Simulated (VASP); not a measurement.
A run of VASP 6.6.1:

File INCAR:

```
SYSTEM = LiSb7
ALGO = Normal
EDIFF = 1E-6
ENCUT = 520
GGA = PE
ISIF = 2
ISMEAR = 0
LASPH = .TRUE.
LCHARG = .FALSE.
LREAL = .FALSE.
LWAVE = .FALSE.
NBANDS = 29
NELM = 100
PREC = Accurate
SIGMA = 0.1
```

File KPOINTS:

```
k-points
0
G
  3 3 4
  0 0 0
```

The input POSCAR:

```
LiSb7
1.0
    6.7070483210     -0.0000000026      0.0000000000
   -3.3535241583      5.8084742317      0.0000000000
    0.0000000000      0.0000000000      5.5283413623
Li Sb
1 7
Direct
    0.0000000000      0.0000000000      0.5000000000
    0.9982373201      0.4991186601      0.5000000000
    0.5008813399      0.4991186601      0.5000000000
    0.5008813399      0.0017626799      0.5000000000
    0.1779787172      0.3559574345      0.0000000000
    0.1779787172      0.8220212828      0.0000000000
    0.6440425655      0.8220212828      0.0000000000
    0.6666666667      0.3333333333      0.0000000000
```

Potentials or basis: VASP PAW PBE potentials, release 64 (Li_sv, Sb).

Command:

```console
$ cat potpaw_PBE.64/Li_sv/POTCAR potpaw_PBE.64/Sb/POTCAR > POTCAR
$ mpirun -np 1 vasp_std > vasp.out
```

Hardware: 1 thread of Intel(R) Xeon(R) 6975P-C (Granite Rapids) (shared host).

Question: How long does it take, and how much memory?

Answer: Run time: 26 s on 1 thread of Intel(R) Xeon(R) 6975P-C (Granite Rapids) (shared host), peak memory 0.31 GiB. Counts: scf iterations 12, k points 9.
